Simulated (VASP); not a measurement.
# Ti5AlN6 (P4/mmm) in VASP: notebook, part 2 of 2

VASP 6.6.1. The steps go on from the part before.

**3. Single point, PBE**

INCAR reads:

```
SYSTEM = Ti5AlN6
ALGO = Normal
EDIFF = 1E-6
ENCUT = 600
GGA = PE
GGA_COMPAT = .FALSE.
ISIF = 2
ISMEAR = 0
LASPH = .TRUE.
LCHARG = .FALSE.
LREAL = .FALSE.
LWAVE = .FALSE.
NBANDS = 58
NELM = 120
PREC = Accurate
SIGMA = 0.1
```

KPOINTS reads:

```
k-points
0
G
  6 6 2
  0 0 0
```

POSCAR reads:

```
Ti5AlN6
1.0
    2.9805092000      0.0000000000      0.0000000000
    0.0000000000      2.9805092000      0.0000000000
    0.0000000000      0.0000000000     12.7342438000
Ti Al N
5 1 6
Direct
    0.5000000000      0.5000000000      0.1701970000
    0.0000000000      0.0000000000      0.3316880000
    0.5000000000      0.5000000000      0.5000000000
    0.0000000000      0.0000000000      0.6683120000
    0.5000000000      0.5000000000      0.8298030000
    0.0000000000      0.0000000000      0.0000000000
    0.0000000000      0.0000000000      0.1598570000
    0.5000000000      0.5000000000      0.3341830000
    0.0000000000      0.0000000000      0.5000000000
    0.5000000000      0.5000000000      0.6658170000
    0.0000000000      0.0000000000      0.8401430000
    0.5000000000      0.5000000000      0.0000000000
```

Potentials or basis: VASP PAW PBE potentials, release 64 (Ti_sv, Al, N).

The run is started by

```sh
$ cat potpaw_PBE.64/Ti_sv/POTCAR potpaw_PBE.64/Al/POTCAR potpaw_PBE.64/N/POTCAR > POTCAR
$ mpirun -np 1 vasp_std > vasp.out
```

OUTCAR:

```text
SYSTEM = Ti5AlN6
   EDIFF = 1E-6
   ENCUT = 600
   GGA = PE
   ISIF = 2
   ISMEAR = 0
   LASPH = .TRUE.
   LREAL = .FALSE.
   NELM = 120
   PREC = Accurate

 ion  position               nearest neighbor table
   1  0.500  0.500  0.170-   8 2.09   7 2.11   7 2.11   7 2.11   7 2.11  12 2.17   6 3.02   6 3.02
                             6 3.02   6 3.02
   2  0.000  0.000  0.332-   8 2.11   8 2.11   8 2.11   8 2.11   9 2.14   7 2.19
   3  0.500  0.500  0.500-   9 2.11   9 2.11   9 2.11   9 2.11  10 2.11   8 2.11
   4  0.000  0.000  0.668-  10 2.11  10 2.11  10 2.11  10 2.11   9 2.14  11 2.19
   5  0.500  0.500  0.830-  10 2.09  11 2.11  11 2.11  11 2.11  11 2.11  12 2.17   6 3.02   6 3.02
                             6 3.02   6 3.02
   6  0.000  0.000  0.000-   7 2.04  11 2.04  12 2.11  12 2.11  12 2.11  12 2.11   5 3.02   5 3.02
[... 1448 lines left out ...]
  volume of cell :      113.12
      direct lattice vectors                 reciprocal lattice vectors
     2.980509200  0.000000000  0.000000000     0.335513140  0.000000000  0.000000000
     0.000000000  2.980509200  0.000000000     0.000000000  0.335513140  0.000000000
     0.000000000  0.000000000 12.734243800     0.000000000  0.000000000  0.078528416

 POSITION                                       TOTAL-FORCE (eV/Angst)
 -----------------------------------------------------------------------------------
      1.49025      1.49025      2.16733         0.000000     -0.000000     -0.065584
      0.00000      0.00000      4.22380        -0.000000     -0.000000      0.082993
      1.49025      1.49025      6.36712         0.000000      0.000000      0.000000
      0.00000      0.00000      8.51045         0.000000      0.000000     -0.082993
      1.49025      1.49025     10.56691        -0.000000     -0.000000      0.065584
      0.00000      0.00000      0.00000         0.000000      0.000000      0.000000
      0.00000      0.00000      2.03566         0.000000      0.000000      0.043865
      1.49025      1.49025      4.25557         0.000000      0.000000     -0.030475
      0.00000      0.00000      6.36712         0.000000      0.000000      0.000000
      1.49025      1.49025      8.47868         0.000000      0.000000      0.030475
      0.00000      0.00000     10.69859         0.000000      0.000000     -0.043865
      1.49025      1.49025      0.00000         0.000000      0.000000      0.000000
 -----------------------------------------------------------------------------------
    total drift:                                0.000000     -0.000000      0.000000

  FREE ENERGIE OF THE ION-ELECTRON SYSTEM (eV)
  ---------------------------------------------------
  free  energy   TOTEN  =      -112.2866406227 eV

  energy  without entropy=     -112.2611076039  energy(sigma->0) =     -112.27387411
```

stdout:

```text
POSCAR found type information on POSCAR TiAlN
 POSCAR found :  3 types and      12 ions
 scaLAPACK will be used
 LDA part: xc-table for (Slater+PW92), standard interpolation
 POSCAR, INCAR and KPOINTS ok, starting setup
 FFT: planning ... GRIDC
 FFT: planning ... GRID_SOFT
 FFT: planning ... GRID
 WAVECAR not read
 entering main loop
```

Run time: 4.5 min. Hardware: 1 thread of Oxide Virtual Turin-like, shared host; peak memory 0.27 GiB.

What came out:

```yaml
Free_energy: -112.2866 eV
Pressure: 0.2 GPa
Largest_force: 0.083 eV/Å
Band_gap_on_the_k_mesh: zero (an odd number of electrons rules out a gap without spin polarisation)
```

Forces in eV/Å, atoms in the order of the input:
```
Ti   0.000  0.000 -0.066
Ti   0.000  0.000  0.083
Ti   0.000  0.000  0.000
Ti   0.000  0.000 -0.083
Ti   0.000  0.000  0.066
Al   0.000  0.000  0.000
N    0.000  0.000  0.044
N    0.000  0.000 -0.030
N    0.000  0.000  0.000
N    0.000  0.000  0.030
N    0.000  0.000 -0.044
N    0.000  0.000  0.000
```

Stress tensor (GPa, compression positive):
```
 0.73  0.00  0.00
 0.00  0.73  0.00
 0.00  0.00 -0.72
```

Levels at points of the mesh, in eV from the Fermi level:
```csv
k point,band 44,band 45,band 46,band 47,band 48,band 49,band 50,band 51
"(0.00, 0.00, 0.00)",-2.00,-1.86,-1.86,-1.85,-1.24,-0.81,-0.31,-0.31
"(0.50, 0.00, 0.00)",-2.76,1.01,1.24,1.53,1.57,1.58,1.58,1.58
"(0.50, 0.50, 0.00)",-2.91,-2.73,-2.73,-0.67,-0.67,0.57,0.57,1.78
"(0.00, 0.00, 0.50)",-2.34,-2.11,-2.11,-1.95,-1.29,-0.78,-0.04,-0.04
"(0.50, 0.00, 0.50)",-2.76,1.19,1.23,1.25,1.44,1.49,1.58,1.61
"(0.50, 0.50, 0.50)",-3.33,-2.07,-2.07,-1.21,-1.21,0.96,0.96,1.84
```

Caveat: an odd number of electrons without spin polarisation forces a metal; a magnetic or distorted state may lie lower.
